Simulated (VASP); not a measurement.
## Mg: single point with LDA

The system is Mg.

```
CELL_PARAMETERS angstrom
2.95908 0.00000 0.00000
0.00000 2.95908 0.00000
0.00000 0.00000 2.95908
ATOMIC_POSITIONS crystal
Mg 0.00000 0.00000 0.00000
```

```yaml
Program: VASP 6.6.1
Task: single point
Functional: LDA
Potentials_or_basis: VASP PAW LDA potentials, release 64 (Mg)
Cutoff: 520 eV
k_mesh: 15 × 15 × 15
Occupations: fermi-dirac, width 0.05 eV
Spin: no spin polarisation
```

- Pressure: -0.2 GPa
- Band gap on the k mesh: zero (band 1 reaches 5.76 eV, above the bottom of band 2 at 0.22 eV)

Levels at points of the mesh, in eV from the Fermi level:
```csv
k point,band 1,band 2,band 3,band 4
"(0.00, 0.00, 0.00)",-6.39,8.33,8.33,9.84
```

It took 4.2 s on 1 thread of Intel(R) Xeon(R) 6975P-C (Granite Rapids), on a shared host, peak memory 0.13 GiB.
